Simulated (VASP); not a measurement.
Input of a VASP 6.6.1 run:

Contents of INCAR:

```
SYSTEM = CdTe
PREC = Accurate ; ENCUT = 520
EDIFF = 1E-7 ; ISMEAR = 0
SIGMA = 0.05 ; LREAL = .False.
LASPH = .True. ; NELM = 80
ALGO = Normal ; ISIF = 2
LWAVE = .False. ; LCHARG = .True.
LELF = .True. ; LVHAR = .True.
NBANDS = 16
```

KPOINTS

```
regular mesh
0
Gamma
  8 8 8
  0 0 0
```

The input POSCAR:

```
CdTe
1.0
    0.0000000000      3.2332471252      3.2332471252
    3.2332471252      0.0000000000      3.2332471252
    3.2332471252      3.2332471252      0.0000000000
Cd Te
1 1
Direct
    0.0000000000      0.0000000000      0.0000000000
    0.7500000000      0.7500000000      0.7500000000
```

Potentials or basis: VASP PAW LDA potentials, release 64 (Cd, Te).

Launch:

```console
$ cat potpaw_LDA.64/Cd/POTCAR potpaw_LDA.64/Te/POTCAR > POTCAR
$ mpirun -np 1 vasp_std > vasp.out
```

Q: Predict the band gap on the k mesh.

A: 0.57 eV, direct.

Q: Predict the pressure.

A: -0.9 GPa.

Caveat: spin-orbit coupling is left out, which moves the levels of the heavy elements.
